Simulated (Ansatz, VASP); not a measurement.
# One calculation of SbSe4, two programs

```
Sb Se
1.0
     6.01123    0.00000    0.00000
     0.00000    6.01123    0.00000
     0.00000    0.00000    8.95685
Sb Se
1 4
Direct
  0.00000 0.00000 0.00000
  0.00000 0.50000 0.50000
  0.50000 0.00000 0.50000
  0.50000 0.50000 0.50000
  0.50000 0.50000 0.00000
```

Alike in both runs: task single point; functional PBE; k mesh 4 × 4 × 2; occupations gaussian, width 0.1 eV; no spin polarisation.

|  | VASP | Ansatz |
| --- | --- | --- |
| version | VASP 6.6.1 | Ansatz 0.2.0 |
| potentials or method | VASP PAW PBE potentials, release 64 (Sb, Se), cutoff 520 eV | scalar-relativistic, plane waves, PAW |
| valence electrons in the cell | 29 | 79 |

```csv
,VASP,Ansatz,Ansatz less VASP
gap on the k mesh at the Fermi level (eV),none,none,-
pressure (GPa),-4.6,-4.6,0.00
"traceless stress, the component that is largest in VASP (GPa)",3.74,3.74,-0.002
```

A gap of «none» marks a metal or a gap that the smearing closes. With one functional, cell and mesh, what is left measures potentials, basis and numerics. VASP's potentials hold 29 valence electrons a cell and Ansatz's 79, so a difference there can come from the potentials and not from the codes.

Neither program's run includes spin-orbit coupling.
